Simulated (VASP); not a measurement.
# Ir (P6_3/mmc) in VASP: a series of runs

Ir is run at these levels: LDA, BLYP, PBE, r2SCAN; tasks: single point, relaxation of cell and atoms.

All numbers are computed with VASP 6.6.1; they aren't measurements. Logs are shortened: lines on timing, memory, paths and dates and some standing lists are left out, and cuts for length are marked.

## (1) The cell of the first run

The structure is hexagonal, space group P6_3/mmc (No. 194). The conventional cell has a = 2.695 Å, b = 2.695 Å, c = 4.371 Å, α = 90.00°, β = 90.00°, γ = 120.00°. Ir (site symmetry -6m2) has 12 Ir at 2.68 to 2.70 Å within 3.5 Å.

## (2) Single point, LDA

Contents of INCAR:

```
SYSTEM = Ir
  PREC = Accurate
  ENCUT = 500
  EDIFF = 1E-6
  ISMEAR = -1
  SIGMA = 0.05
  LREAL = .False.
  LASPH = .True.
  NELM = 120
  ALGO = Normal
  ISIF = 2
  LWAVE = .False.
  LCHARG = .False.
  NBANDS = 24
  GGA_COMPAT = .False.
```

Contents of KPOINTS:

```
regular mesh
0
Gamma
  11 11 6
  0 0 0
```

Contents of POSCAR:

```
Ir
1.0
    2.6952115654      0.0000000000      0.0000000000
   -1.3476057827      2.3341216842      0.0000000000
    0.0000000000      0.0000000000      4.3711972971
Ir
2
Direct
    0.3333333333      0.6666666667      0.2500000000
    0.6666666667      0.3333333333      0.7500000000
```

Potentials or basis: VASP PAW LDA potentials, release 64 (Ir_sv_GW).

Launch:

```
$ cat potpaw_LDA.64/Ir_sv_GW/POTCAR > POTCAR
$ mpirun -np 1 vasp_std > vasp.out
```

OUTCAR:

```text
SYSTEM = Ir
   PREC = Accurate
   ENCUT = 500
   EDIFF = 1E-6
   ISMEAR = -1
   LREAL = .False.
   LASPH = .True.
   NELM = 120
   ISIF = 2

 ion  position               nearest neighbor table
   1  0.333  0.667  0.250-   2 2.68   2 2.68   2 2.68   2 2.68   2 2.68   2 2.68
   2  0.667  0.333  0.750-   1 2.68   1 2.68   1 2.68   1 2.68   1 2.68   1 2.68

  LATTYP: Found a hexagonal cell.
 ALAT       =     2.6952115654
 C/A-ratio  =     1.6218382828

  Lattice vectors:

 A1 = (   2.6952115654,   0.0000000000,   0.0000000000)
 A2 = (  -1.3476057827,   2.3341216842,   0.0000000000)
 A3 = (   0.0000000000,   0.0000000000,   4.3711972971)

Analysis of symmetry for initial positions (statically):
=====================================================================
 Subroutine PRICEL returns:
 Original cell was already a primitive cell.

 Routine SETGRP: Setting up the symmetry group for a
 hexagonal supercell.

 Subroutine GETGRP returns: Found 24 space group operations
 (whereof 12 operations were pure point group operations)
 out of a pool of 24 trial point group operations.

The static configuration has the point symmetry D_3d.
 The point group associated with its full space group is D_6h.

Analysis of symmetry for dynamics (positions and initial velocities):
=====================================================================
 Subroutine PRICEL returns:
 Original cell was already a primitive cell.

 Routine SETGRP: Setting up the symmetry group for a
 hexagonal supercell.

 Subroutine GETGRP returns: Found 24 space group operations
 (whereof 12 operations were pure point group operations)
 out of a pool of 24 trial point group operations.

The dynamic configuration has the point symmetry D_3d.
 The point group associated with its full space group is D_6h.

 Subroutine INISYM returns: Found 24 space group operations
 (whereof 12 operations are pure point group operations),
 and found     1 'primitive' translations

----------------------------------------------------------------------------------------

                                     Primitive cell

  volume of cell :      27.4990

  direct lattice vectors                    reciprocal lattice vectors
     2.695211565  0.000000000  0.000000000     0.371028387  0.214213339  0.000000000
    -1.347605783  2.334121684  0.000000000     0.000000000  0.428426678  0.000000000
     0.000000000  0.000000000  4.371197297     0.000000000  0.000000000  0.228770273

  length of vectors
     2.695211565  2.695211565  4.371197297     0.428426678  0.428426678  0.228770273

  position of ions in fractional coordinates (direct lattice)
     0.333333333  0.666666667  0.250000000
     0.666666667  0.333333333  0.750000000

  ion indices of the primitive-cell ions
   primitive index   ion index
                 1           1
                 2           2

----------------------------------------------------------------------------------------

 KPOINTS: regular mesh

Automatic generation of k-mesh.
 Grid dimensions read from file:
 generate k-points for:   11   11    6

 Generating k-lattice:

  Cartesian coordinates                     Fractional coordinates (reciprocal lattice)
     0.033729853  0.019473940  0.000000000     0.090909091  0.000000000  0.000000000
     0.000000000  0.038947880  0.000000000     0.000000000  0.090909091  0.000000000
     0.000000000  0.000000000  0.038128379     0.000000000  0.000000000  0.166666667

  Length of vectors
     0.038947880  0.038947880  0.038128379

  Shift w.r.t. Gamma in fractional coordinates (k-lattice)
     0.000000000  0.000000000  0.000000000

 Subroutine IBZKPT returns following result:
 ===========================================

 Found     64 irreducible k-points:

 Following reciprocal coordinates:
            Coordinates               Weight
  0.000000  0.000000  0.000000      1.000000
  0.090909  0.000000  0.000000      6.000000
  0.181818 -0.000000  0.000000      6.000000
  0.272727 -0.000000  0.000000      6.000000
  0.363636  0.000000  0.000000      6.000000
  0.454545  0.000000  0.000000      6.000000
[... 16 lines left out ...]
  0.090909  0.090909  0.166667     12.000000
  0.181818  0.090909  0.166667     24.000000
 [... further k-points ...]
   k-points           NKPTS =     64   k-points in BZ     NKDIM =     64   number of bands    NBANDS=     24
   number of dos      NEDOS =    301   number of ions     NIONS =      2
   total plane-waves  NPLWV =  12800
   dimension x,y,z NGX =    20 NGY =   20 NGZ =   32
   dimension x,y,z NGXF=    40 NGYF=   40 NGZF=   64
   ions per type =               2
   NGX,Y,Z   is equivalent  to a cutoff of  12.34, 12.34, 12.17 a.u.
   NGXF,Y,Z  is equivalent  to a cutoff of  24.67, 24.67, 24.34 a.u.
 SYSTEM =  Ir
   PREC   = accura    normal or accurate (medium, high low for compatibility)
   ISTART =      0    job   : 0-new  1-cont  2-samecut
   ICHARG =      2    charge: 1-file 2-atom 10-const
   ISPIN  =      1    spin polarized calculation?
   LNONCOLLINEAR =      F non collinear calculations
   LSORBIT =      F    spin-orbit coupling
   LASPH  =      T    aspherical Exc in radial PAW
   ENCUT  =  500.0 eV  36.75 Ry    6.06 a.u.   4.91  4.91  7.97*2*pi/ulx,y,z
   NELM   =    120;   NELMIN=  2; NELMDL= -5     # of ELM steps
   EDIFF  = 0.1E-05   stopping-criterion for ELM
   LREAL  =      F    real-space projection
   EDIFFG = 0.1E-04   stopping-criterion for IOM
   NSW    =      0    number of steps for IOM
   IBRION =     -1    ionic relax: 0-MD 1-quasi-New 2-CG
   NFREE  =      0    steps in history (QN), initial steepest desc. (CG)
   ISIF   =      2    stress and relaxation
   ISYM   =      2    0-nonsym 1-usesym 2-fastsym
   POTIM  = 0.5000    time-step for ionic-motion
   TEBEG  =    0.0;   TEEND  =   0.0 temperature during run
   PSTRESS=    0.0 pullay stress
   NELECT =      34.0000    total number of electrons
   NUPDOWN=      -1.0000    fix difference up-down
   EMIN   =  10.00;   EMAX   =-10.00  energy-range for DOS
   EFERMI =   0.00;   METHOD = LEGACY
   ISMEAR =    -1;   SIGMA  =   0.05  broadening in eV -4-tet -1-fermi 0-gaus
   EFERMI_NEDOS =   21; number of points for ismear=-14 and -15
   IALGO  =     38    algorithm
   IMIX   =      4    mixing-type and parameters
     AMIX     =   0.40;   BMIX     =  1.00
     AMIX_MAG =   1.60;   BMIX_MAG =  1.00
  volume/ion in A,a.u.               =      13.75        92.79
  Fermi-wavevector in a.u.,A,eV,Ry     =   1.757096  3.320430 42.006453  3.087387
  Thomas-Fermi vector in A             =   2.826517
   LORBIT       =      0    0 simple, 1 ext, 2 COOP (PROOUT), +10 PAW based schemes
   GGA     = CA    functional components
   LHFCALC =     F    Hartree Fock is set to
   AEXX    =    0.0000 exact exchange contribution
   IVDW    =     0    specifies the selected vdW correction
   LEPSILON=     F    determine dielectric tensor
   LRPA    =     F    only Hartree local field effects (RPA)
 non-spin polarized calculation
  energy-cutoff  :      500.00
  volume of cell :       27.50
 maximum number of plane-waves:       713
 NGX is ok and might be reduce to    20
   NGX =  9   NGY =  9   NGZ = 15

 number of electron      34.0000000 magnetization

 Free energy of the ion-electron system (eV)
  ---------------------------------------------------
  ext. energy  EPLUGINS =         0.00000000
  ---------------------------------------------------
  free energy    TOTEN  =       -21.61945943 eV

  energy without entropy =      -21.59623996  energy(sigma->0) =      -21.60784970

 E-fermi :  13.3330     XC(G=0): -14.9668

 val. band max:       13.3197855455   @ k =   0.3636   0.1818   0.1667
 cond. band min:      13.3358124787   @ k =   0.2727   0.0909   0.3333
 fundamental gap:      0.0160269332
 Fermi energy:        13.3330319051

 k-point     1 :       0.0000    0.0000    0.0000
  band No.  band energies     occupation
      1     -79.3585      2.00000
      2     -79.2799      2.00000
      3     -36.9273      2.00000
      4     -36.1429      2.00000
      5     -36.1429      2.00000
      6     -36.0265      2.00000
[... 16 lines left out ...]
     23      28.9916      0.00000
     24      30.1893      0.00000

 k-point     2 :       0.0909    0.0000    0.0000
  band No.  band energies     occupation
      1     -79.3530      2.00000
      2     -79.2772      2.00000
      3     -36.9041      2.00000
      4     -36.1950      2.00000
      5     -36.1598      2.00000
      6     -36.0682      2.00000
[... 16 lines left out ...]
     23      29.4237      0.00000
     24      30.7543      0.00000

 k-point     3 :       0.1818   -0.0000    0.0000
  band No.  band energies     occupation
      1     -79.3388      2.00000
      2     -79.2709      2.00000
      3     -36.8393      2.00000
      4     -36.3373      2.00000
      5     -36.2134      2.00000
      6     -36.2043      2.00000
[... 16 lines left out ...]
     23      29.8598      0.00000
     24      31.0587      0.00000

 k-point     4 :       0.2727   -0.0000    0.0000
  band No.  band energies     occupation
      1     -79.3183      2.00000
      2     -79.2630      2.00000
      3     -36.7436      2.00000
      4     -36.5220      2.00000
      5     -36.3959      2.00000
      6     -36.2593      2.00000
[... 16 lines left out ...]
     23      28.4422      0.00000
     24      28.8295      0.00000

 k-point     5 :       0.3636    0.0000    0.0000
  band No.  band energies     occupation
      1     -79.2983      2.00000
      2     -79.2577      2.00000
      3     -36.6923      2.00000
      4     -36.6361      2.00000
      5     -36.5586      2.00000
      6     -36.3096      2.00000
[... 16 lines left out ...]
     23      26.5305      0.00000
     24      27.2382      0.00000

 k-point     6 :       0.4545    0.0000    0.0000
  band No.  band energies     occupation
      1     -79.2849      2.00000
      2     -79.2564      2.00000
      3     -36.7928      2.00000
      4     -36.6538      2.00000
      5     -36.5522      2.00000
      6     -36.3386      2.00000
[... 16 lines left out ...]
     23      24.9800      0.00000
     24      25.4803      0.00000
[... 379 lines left out ...]
 k-point    21 :       0.3636    0.0000    0.1667
  band No.  band energies     occupation
      1     -79.2958      2.00000
      2     -79.2608      2.00000
      3     -36.7594      2.00000
      4     -36.6107      2.00000
      5     -36.5188      2.00000
      6     -36.2969      2.00000
[... 16 lines left out ...]
     23      27.2230      0.00000
     24      27.4923      0.00000

 k-point    22 :       0.4545    0.0000    0.1667
  band No.  band energies     occupation
      1     -79.2829      2.00000
      2     -79.2583      2.00000
      3     -36.8308      2.00000
      4     -36.6979      2.00000
      5     -36.4818      2.00000
      6     -36.3244      2.00000
[... 16 lines left out ...]
     23      25.7769      0.00000
     24      26.4892      0.00000

 k-point    23 :       0.0909    0.0909    0.1667
  band No.  band energies     occupation
      1     -79.3385      2.00000
      2     -79.2772      2.00000
      3     -36.8140      2.00000
      4     -36.2674      2.00000
      5     -36.2315      2.00000
      6     -36.1678      2.00000
[... 16 lines left out ...]
     23      30.1624      0.00000
     24      30.6713      0.00000

 k-point    24 :       0.1818    0.0909    0.1667
  band No.  band energies     occupation
      1     -79.3220      2.00000
      2     -79.2698      2.00000
      3     -36.7565      2.00000
      4     -36.4110      2.00000
      5     -36.3747      2.00000
      6     -36.2290      2.00000
[... 16 lines left out ...]
     23      28.8276      0.00000
     24      29.7323      0.00000

 [... further k-points ...]

------------------------ aborting loop because EDIFF is reached ----------------------------------------

  FORCE on cell =-STRESS in cart. coord.  units (eV):
  Direction    XX          YY          ZZ          XY          YZ          ZX
  --------------------------------------------------------------------------------------
  -------------------------------------------------------------------------------------
  Total        0.5143443      0.5143443      0.5054995      0.0000000     -0.0000000      0.0000000
  in kB       29.9673067     29.9673067     29.4519837      0.0000000     -0.0000000      0.0000000
  external PRESSURE =      29.7955324 kB  Pullay stress =       0.0000000 kB

 VOLUME and BASIS-vectors are now :
 -----------------------------------------------------------------------------
  energy-cutoff  :      500.00
  volume of cell :       27.50
      direct lattice vectors                 reciprocal lattice vectors
     2.695211565  0.000000000  0.000000000     0.371028387  0.214213339  0.000000000
    -1.347605783  2.334121684  0.000000000     0.000000000  0.428426678  0.000000000
     0.000000000  0.000000000  4.371197297     0.000000000  0.000000000  0.228770273

 POSITION                                       TOTAL-FORCE (eV/Angst)
 -----------------------------------------------------------------------------------
     -0.00000      1.55608      1.09280        -0.000000     -0.000000      0.000000
      1.34761      0.77804      3.27840         0.000000      0.000000      0.000000
 -----------------------------------------------------------------------------------
    total drift:                               -0.000000      0.000000     -0.000000

  FREE ENERGIE OF THE ION-ELECTRON SYSTEM (eV)
  ---------------------------------------------------
  free  energy   TOTEN  =       -21.6194594327 eV

  energy  without entropy=      -21.5962399580  energy(sigma->0) =      -21.60784970
```

Run time: 23 s. Hardware: 1 thread of Intel Xeon Platinum 8259CL at 2.50GHz (Skylake/Cascade Lake), shared host; peak memory 0.15 GiB.

What came out:

| Quantity | Value |
| --- | --- |
| Free energy | -21.6195 eV |
| Pressure | 3.0 GPa |
| Band gap on the k mesh | zero (band 17 reaches 14.39 eV, above the bottom of band 18 at 10.98 eV) |

Levels at points of the mesh, in eV from the Fermi level:
| k point | band 15 | band 16 | band 17 | band 18 | band 19 | band 20 |
| --- | --- | --- | --- | --- | --- | --- |
| (0.00, 0.00, 0.00) | -3.34 | -2.50 | -2.50 | -0.82 | 0.30 | 0.30 |
| (0.00, 0.00, 0.50) | -4.16 | -4.16 | -0.48 | -0.48 | -0.48 | -0.48 |

Caveat: spin-orbit coupling is left out, which moves the levels of the heavy elements.

(Continued in part 2 of 2.)
